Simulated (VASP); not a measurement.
ZnRe2: single point with LDA

ZnRe2:

```xyz
3
Lattice="0.0000 2.8425 2.8425 2.8425 0.0000 2.8425 2.8425 2.8425 0.0000" Properties=species:S:1:pos:R:3 pbc="T T T"
Zn    0.0000    0.0000    0.0000
Re    4.2637    4.2637    4.2637
Re    1.4212    1.4212    1.4212
```

```yaml
Program: VASP 6.6.1
Task: single point
Functional: LDA
Potentials_or_basis: VASP PAW LDA potentials, release 64 (Zn, Re)
Cutoff: 520 eV
k_mesh: 8 × 8 × 8
Occupations: fermi-dirac, width 0.05 eV
Spin: no spin polarisation
```

| Quantity | Value |
| --- | --- |
| Pressure | 1.3 GPa |
| Band gap on the k mesh | zero (band 13 reaches 7.72 eV, above the bottom of band 14 at 4.97 eV) |

Levels at points of the mesh, in eV from the Fermi level:
```tsv
k point	band 10	band 11	band 12	band 13	band 14	band 15	band 16	band 17
(0.00, 0.00, 0.00)	-3.49	-3.49	1.97	1.97	1.97	3.91	3.91	5.86
(0.50, 0.00, 0.00)	-1.57	-1.57	-0.81	-0.81	-0.78	-0.23	-0.23	0.29
(0.50, 0.50, 0.00)	-2.17	-1.26	-1.26	0.31	0.31	1.43	1.43	1.98
```

Wall time 25 s on 1 thread of AMD EPYC 7R43 64-Core Processor (Zen 3) (shared host), peak memory 0.13 GiB.

Caveat: spin-orbit coupling is left out, which moves the levels of the heavy elements.
